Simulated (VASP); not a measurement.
# Si (Fd-3m) in VASP: further runs

The runs below take Si through single point, with r2SCAN.

Everything below comes from runs of VASP 6.6.1. Logs are shortened: lines on timing, memory, paths and dates and some standing lists are left out, and cuts for length are marked.

**1. The cell of the first run**

The structure is cubic, space group Fd-3m (No. 227). Conventional cell: a = 4.172 Å, b = 4.172 Å, c = 4.172 Å, α = 90.00°, β = 90.00°, γ = 90.00°. Within 2.4 Å of Si (site symmetry -43m) lie 4 Si at 1.81 Å.

**2. Single point, r2SCAN (volume scaled by 0.45)**

POSCAR reads:

```
Si
1.0
    0.0000000000      2.0859687493      2.0859687493
    2.0859687493      0.0000000000      2.0859687493
    2.0859687493      2.0859687493      0.0000000000
Si
2
Direct
   -0.1250000000     -0.1250000000     -0.1250000000
    0.1250000000      0.1250000000      0.1250000000
```

INCAR.step1 reads:

```
PREC = Accurate ; ENCUT = 520
ISMEAR = -1 ; SIGMA = 0.08
LREAL = F ; LASPH = T
NELM = 80 ; NBANDS = 11
GGA = PE ; ALGO = Normal
EDIFF = 1E-4 ; LWAVE = T
LCHARG = F
```

INCAR.step2 reads:

```
PREC = Accurate ; ENCUT = 520
EDIFF = 1E-6 ; ISMEAR = -1
SIGMA = 0.08 ; LREAL = F
LASPH = T ; NELM = 80
ALGO = Normal ; ISIF = 2
LWAVE = F ; LCHARG = T
METAGGA = R2SCAN ; LMIXTAU = T
LELF = T ; LVHAR = T
NBANDS = 11 ; ISTART = 1
```

KPOINTS reads:

```
Automatic mesh
0
Gamma
  13 13 13
```

Potentials or basis: VASP PAW PBE potentials, release 64 (Si).

On the command line:

```sh
> cat potpaw_PBE.64/Si/POTCAR > POTCAR
> cp INCAR.step1 INCAR
> mpirun -np 1 vasp_std > vasp.out
> cp INCAR.step2 INCAR
> mpirun -np 1 vasp_std > vasp.out
```

OUTCAR:

```text
PREC = Accurate
   ENCUT = 520
   EDIFF = 1E-6
   ISMEAR = -1
   LREAL = F
   LASPH = T
   NELM = 80
   ISIF = 2
   METAGGA = R2SCAN
   ISTART = 1

 ion  position               nearest neighbor table
   1  0.875  0.875  0.875-   2 1.81   2 1.81   2 1.81   2 1.81
   2  0.125  0.125  0.125-   1 1.81   1 1.81   1 1.81   1 1.81

  LATTYP: Found a face centered cubic cell.
 ALAT       =     4.1719374986

  Lattice vectors:

 A1 = (   0.0000000000,   2.0859687493,   2.0859687493)
 A2 = (   2.0859687493,   0.0000000000,   2.0859687493)
 A3 = (   2.0859687493,   2.0859687493,   0.0000000000)

Analysis of symmetry for initial positions (statically):
=====================================================================
 Subroutine PRICEL returns:
 Original cell was already a primitive cell.

 Routine SETGRP: Setting up the symmetry group for a
 face centered cubic supercell.

 Subroutine GETGRP returns: Found 48 space group operations
 (whereof 12 operations were pure point group operations)
 out of a pool of 48 trial point group operations.

The static configuration has the point symmetry D_3d.
 The point group associated with its full space group is O_h .

Analysis of symmetry for dynamics (positions and initial velocities):
=====================================================================
 Subroutine PRICEL returns:
 Original cell was already a primitive cell.

 Routine SETGRP: Setting up the symmetry group for a
 face centered cubic supercell.

 Subroutine GETGRP returns: Found 48 space group operations
 (whereof 12 operations were pure point group operations)
 out of a pool of 48 trial point group operations.

The dynamic configuration has the point symmetry D_3d.
 The point group associated with its full space group is O_h .

 Subroutine INISYM returns: Found 48 space group operations
 (whereof 12 operations are pure point group operations),
 and found     1 'primitive' translations

----------------------------------------------------------------------------------------

                                     Primitive cell

  volume of cell :      18.1532

  direct lattice vectors                    reciprocal lattice vectors
     0.000000000  2.085968749  2.085968749    -0.239696784  0.239696784  0.239696784
     2.085968749  0.000000000  2.085968749     0.239696784 -0.239696784  0.239696784
     2.085968749  2.085968749  0.000000000     0.239696784  0.239696784 -0.239696784

  length of vectors
     2.950005296  2.950005296  2.950005296     0.415167008  0.415167008  0.415167008

  position of ions in fractional coordinates (direct lattice)
     0.875000000  0.875000000  0.875000000
     0.125000000  0.125000000  0.125000000

  ion indices of the primitive-cell ions
   primitive index   ion index
                 1           1
                 2           2

----------------------------------------------------------------------------------------

 KPOINTS: Automatic mesh

Automatic generation of k-mesh.
 Grid dimensions read from file:
 generate k-points for:   13   13   13

 Generating k-lattice:

  Cartesian coordinates                     Fractional coordinates (reciprocal lattice)
    -0.018438214  0.018438214  0.018438214     0.076923077  0.000000000  0.000000000
     0.018438214 -0.018438214  0.018438214     0.000000000  0.076923077  0.000000000
     0.018438214  0.018438214 -0.018438214     0.000000000  0.000000000  0.076923077

  Length of vectors
     0.031935924  0.031935924  0.031935924

  Shift w.r.t. Gamma in fractional coordinates (k-lattice)
     0.000000000  0.000000000  0.000000000

 Subroutine IBZKPT returns following result:
 ===========================================

 Found     84 irreducible k-points:

 Following reciprocal coordinates:
            Coordinates               Weight
  0.000000  0.000000  0.000000      1.000000
  0.076923  0.000000  0.000000      8.000000
  0.153846  0.000000  0.000000      8.000000
  0.230769  0.000000  0.000000      8.000000
  0.307692  0.000000  0.000000      8.000000
  0.384615  0.000000  0.000000      8.000000
[... 16 lines left out ...]
  0.384615  0.153846  0.000000     24.000000
  0.461538  0.153846  0.000000     24.000000
 [... further k-points ...]
   k-points           NKPTS =     84   k-points in BZ     NKDIM =     84   number of bands    NBANDS=     11
   number of dos      NEDOS =    301   number of ions     NIONS =      2
   total plane-waves  NPLWV =  13824
   dimension x,y,z NGX =    24 NGY =   24 NGZ =   24
   dimension x,y,z NGXF=    48 NGYF=   48 NGZF=   48
   ions per type =               2
   NGX,Y,Z   is equivalent  to a cutoff of  13.53, 13.53, 13.53 a.u.
   NGXF,Y,Z  is equivalent  to a cutoff of  27.05, 27.05, 27.05 a.u.
 SYSTEM =  unknown system
   PREC   = accura    normal or accurate (medium, high low for compatibility)
   ISTART =      1    job   : 0-new  1-cont  2-samecut
   ICHARG =      0    charge: 1-file 2-atom 10-const
   ISPIN  =      1    spin polarized calculation?
   LNONCOLLINEAR =      F non collinear calculations
   LSORBIT =      F    spin-orbit coupling
   LASPH  =      T    aspherical Exc in radial PAW
   ENCUT  =  520.0 eV  38.22 Ry    6.18 a.u.   5.49  5.49  5.49*2*pi/ulx,y,z
   NELM   =     80;   NELMIN=  2; NELMDL=  0     # of ELM steps
   EDIFF  = 0.1E-05   stopping-criterion for ELM
   LREAL  =      F    real-space projection
   EDIFFG = 0.1E-04   stopping-criterion for IOM
   NSW    =      0    number of steps for IOM
   IBRION =     -1    ionic relax: 0-MD 1-quasi-New 2-CG
   NFREE  =      0    steps in history (QN), initial steepest desc. (CG)
   ISIF   =      2    stress and relaxation
   ISYM   =      2    0-nonsym 1-usesym 2-fastsym
   POTIM  = 0.5000    time-step for ionic-motion
   TEBEG  =    0.0;   TEEND  =   0.0 temperature during run
   PSTRESS=    0.0 pullay stress
   NELECT =       8.0000    total number of electrons
   NUPDOWN=      -1.0000    fix difference up-down
   EMIN   =  10.00;   EMAX   =-10.00  energy-range for DOS
   EFERMI =   0.00;   METHOD = LEGACY
   ISMEAR =    -1;   SIGMA  =   0.08  broadening in eV -4-tet -1-fermi 0-gaus
   EFERMI_NEDOS =   21; number of points for ismear=-14 and -15
   IALGO  =     38    algorithm
   IMIX   =      4    mixing-type and parameters
     AMIX     =   0.40;   BMIX     =  1.00
     AMIX_MAG =   1.60;   BMIX_MAG =  1.00
  volume/ion in A,a.u.               =       9.08        61.25
  Fermi-wavevector in a.u.,A,eV,Ry     =   1.245815  2.354250 21.117004  1.552056
  Thomas-Fermi vector in A             =   2.380021
   LORBIT       =      0    0 simple, 1 ext, 2 COOP (PROOUT), +10 PAW based schemes
   METAGGA = R2SCAN    functional components
   LHFCALC =     F    Hartree Fock is set to
   AEXX    =    0.0000 exact exchange contribution
   IVDW    =     0    specifies the selected vdW correction
   LEPSILON=     F    determine dielectric tensor
   LRPA    =     F    only Hartree local field effects (RPA)
 non-spin polarized calculation
  energy-cutoff  :      520.00
  volume of cell :       18.15
 maximum number of plane-waves:       531
 NGX is ok and might be reduce to    24
   NGX = 11   NGY = 11   NGZ = 11

 number of electron       8.0000001 magnetization

 Free energy of the ion-electron system (eV)
  ---------------------------------------------------
  ext. energy  EPLUGINS =         0.00000000
  ---------------------------------------------------
  free energy    TOTEN  =        -4.74370469 eV

  energy without entropy =       -4.73534462  energy(sigma->0) =       -4.73952465

 E-fermi :  16.4763     XC(G=0): -13.4722

 val. band max:       16.3676188895   @ k =   0.3846   0.3077   0.0000
 cond. band min:      16.4884212152   @ k =  -0.4615   0.3077   0.0000
 fundamental gap:      0.1208023257
 Fermi energy:        16.4762665489

 k-point     1 :       0.0000    0.0000    0.0000
  band No.  band energies     occupation
      1      -3.0398      2.00000
      2      17.3133      0.00006
      3      17.3133      0.00006
      4      17.3133      0.00006
      5      19.9858      0.00000
      6      19.9858      0.00000
      7      19.9858      0.00000
      8      25.1043      0.00000
      9      25.1043      0.00000
     10      31.2728      0.00000
     11      31.4590      0.00000

 k-point     2 :       0.0769    0.0000    0.0000
  band No.  band energies     occupation
      1      -2.8886      2.00000
      2      15.9932      1.99524
      3      17.0246      0.00211
      4      17.0246      0.00211
      5      20.4270      0.00000
      6      20.4270      0.00000
      7      20.7136      0.00000
      8      24.6816      0.00000
      9      24.6816      0.00000
     10      30.8401      0.00000
     11      31.8221      0.00000

 k-point     3 :       0.1538    0.0000    0.0000
  band No.  band energies     occupation
      1      -2.4367      2.00000
      2      13.6445      2.00000
      3      16.5017      0.84254
      4      16.5017      0.84253
      5      21.1704      0.00000
      6      21.1704      0.00000
      7      21.4668      0.00000
      8      24.0652      0.00000
      9      24.0652      0.00000
     10      29.8073      0.00000
     11      33.2201      0.00000

 k-point     4 :       0.2308    0.0000    0.0000
  band No.  band energies     occupation
      1      -1.6891      2.00000
      2      11.1361      2.00000
      3      16.0492      1.99044
      4      16.0492      1.99044
      5      21.0649      0.00000
      6      21.0649      0.00000
      7      21.8219      0.00000
      8      24.6119      0.00000
      9      24.6119      0.00000
     10      28.7245      0.00000
     11      34.9865      0.00000

 k-point     5 :       0.3077    0.0000    0.0000
  band No.  band energies     occupation
      1      -0.6563      2.00000
      2       8.6932      2.00000
      3      15.7422      1.99979
      4      15.7422      1.99979
      5      20.3062      0.00000
      6      20.3062      0.00000
      7      21.9744      0.00000
      8      26.2551      0.00000
      9      26.2551      0.00000
     10      27.7347      0.00000
     11      36.8794      0.00000
[... 211 lines left out ...]
 k-point    21 :       0.2308    0.1538    0.0000
  band No.  band energies     occupation
      1      -1.6869      2.00000
      2      13.0788      2.00000
      3      14.2861      2.00000
      4      15.4327      2.00000
      5      18.6050      0.00000
      6      20.1089      0.00000
      7      24.0765      0.00000
      8      24.2628      0.00000
      9      26.4494      0.00000
     10      32.2114      0.00000
     11      35.1540      0.00000

 k-point    22 :       0.3077    0.1538    0.0000
  band No.  band energies     occupation
      1      -0.8466      2.00000
      2      10.7081      2.00000
      3      13.9166      2.00000
      4      14.7579      2.00000
      5      18.3685      0.00000
      6      20.7850      0.00000
      7      23.6592      0.00000
      8      24.8105      0.00000
      9      27.8353      0.00000
     10      31.2452      0.00000
     11      36.9706      0.00000

 k-point    23 :       0.3846    0.1538    0.0000
  band No.  band energies     occupation
      1       0.2724      2.00000
      2       8.3642      2.00000
      3      13.7781      2.00000
      4      13.9540      2.00000
      5      18.0094      0.00000
      6      22.2963      0.00000
      7      22.8284      0.00000
      8      25.3208      0.00000
      9      29.6591      0.00000
     10      30.4008      0.00000
     11      37.7492      0.00000

 k-point    24 :       0.4615    0.1538    0.0000
  band No.  band energies     occupation
      1       1.6348      2.00000
      2       6.2051      2.00000
      3      13.2028      2.00000
      4      13.8700      2.00000
      5      17.9704      0.00000
      6      22.0425      0.00000
      7      23.4463      0.00000
      8      26.4289      0.00000
      9      29.8041      0.00000
     10      30.9830      0.00000
     11      35.8754      0.00000

 [... further k-points ...]
[... 5 lines left out ...]
  --------------------------------------------------------------------------------------
  -------------------------------------------------------------------------------------
  Total       39.0060180     39.0060180     39.0060180     -0.0000000      0.0000000      0.0000000
  in kB     3442.6178043   3442.6178043   3442.6178043     -0.0000000      0.0000000      0.0000000
  external PRESSURE =    3442.6178043 kB  Pullay stress =       0.0000000 kB

 VOLUME and BASIS-vectors are now :
 -----------------------------------------------------------------------------
  energy-cutoff  :      520.00
  volume of cell :       18.15
      direct lattice vectors                 reciprocal lattice vectors
     0.000000000  2.085968749  2.085968749    -0.239696784  0.239696784  0.239696784
     2.085968749  0.000000000  2.085968749     0.239696784 -0.239696784  0.239696784
     2.085968749  2.085968749  0.000000000     0.239696784  0.239696784 -0.239696784

 POSITION                                       TOTAL-FORCE (eV/Angst)
 -----------------------------------------------------------------------------------
      3.65045      3.65045      3.65045        -0.000000      0.000000     -0.000000
      0.52149      0.52149      0.52149         0.000000     -0.000000      0.000000
 -----------------------------------------------------------------------------------
    total drift:                                0.000000      0.000000     -0.000000

  FREE ENERGIE OF THE ION-ELECTRON SYSTEM (eV)
  ---------------------------------------------------
  free  energy   TOTEN  =        -4.7437046853 eV

  energy  without entropy=       -4.7353446233  energy(sigma->0) =       -4.73952465
```

It took 30 s on 1 thread of Intel Xeon Platinum 8559C (Emerald Rapids), shared host; peak memory 0.14 GiB.

Results:

* Free energy: -4.7437 eV
* Pressure: 344.3 GPa
* Band gap on the k mesh: zero (band 4 reaches 17.33 eV, above the bottom of band 5 at 15.52 eV)

Caveat: the PAW data sets were made with another functional, which shifts forces and pressure a little.

[end of part 1 of 2]
